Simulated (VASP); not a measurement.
Runs of VASP 6.6.1 on C. The structure is that of space group Fd-3m (No. 227), or close to it. The cells are those of the table. 

```tsv
level	potentials or basis	cell	k mesh	cutoff (eV)	smearing	gap on the mesh (eV)	pressure (GPa)
r2SCAN	VASP PAW PBE potentials, release 64 (C)	a = 2.517 Å, angles 60.0°, 2 atoms	12 × 12 × 12	520	gaussian 0.01 eV	4.36	1.1
LDA	VASP PAW LDA potentials, release 64 (C)	a = 2.517 Å, angles 60.0°, 2 atoms	12 × 12 × 12	520	gaussian 0.01 eV	4.14	-9.3
PBE	VASP PAW PBE potentials, release 64 (C)	a = 2.474 Å, angles 60.0°, 2 atoms	10 × 10 × 10	600	gaussian 0.01 eV	4.29	30.2
r2SCAN	VASP PAW PBE potentials, release 64 (C)	a = 2.542 Å, angles 60.0°, 2 atoms	10 × 10 × 10	660	gaussian 0.01 eV	4.32	(b)
PBE	VASP PAW PBE potentials, release 64 (C)	a = 2.517 Å, angles 60.0°, 2 atoms	12 × 12 × 12	520	fermi-dirac 0.02 eV	(c)	(a)
```

Alike in all rows: task single point; no spin polarisation.

Problem. Fill in the values left out.

Solution. (a) 4.9; (b) -12.5; (c) 4.17.

Caveats: the PAW data sets were made with another functional, which shifts forces and pressure a little (some runs).

A k mesh can miss the band edges.
